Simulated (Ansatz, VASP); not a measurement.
## Na in VASP and in Ansatz

```
Na
1.0
     0.00000    2.44009    2.44009
     2.44009    0.00000    2.44009
     2.44009    2.44009    0.00000
Na
1
Cartesian
  0.0000 0.0000 0.0000
```

Change from the starting cell: volume scaled by 0.786, to set the pressure.

Alike in both runs: task single point; functional PBE; k mesh 14 × 14 × 14; occupations fermi-dirac, width 0.08 eV; no spin polarisation.

```csv
,VASP,Ansatz
version,VASP 6.6.1,Ansatz 0.2.0
potentials or method,"VASP PAW PBE potentials, release 64 (Na_pv)","PAW with Ansatz's default frozen-core files, scalar-relativistic"
plane-wave cutoff (eV),520,420
valence electrons in the cell,7,9
```

```csv
,VASP,Ansatz,Ansatz less VASP
pressure (GPa),2.9,2.9,+0.05
```

VASP's potentials hold 7 valence electrons a cell and Ansatz's 9, so a difference there can come from the potentials and not from the codes.
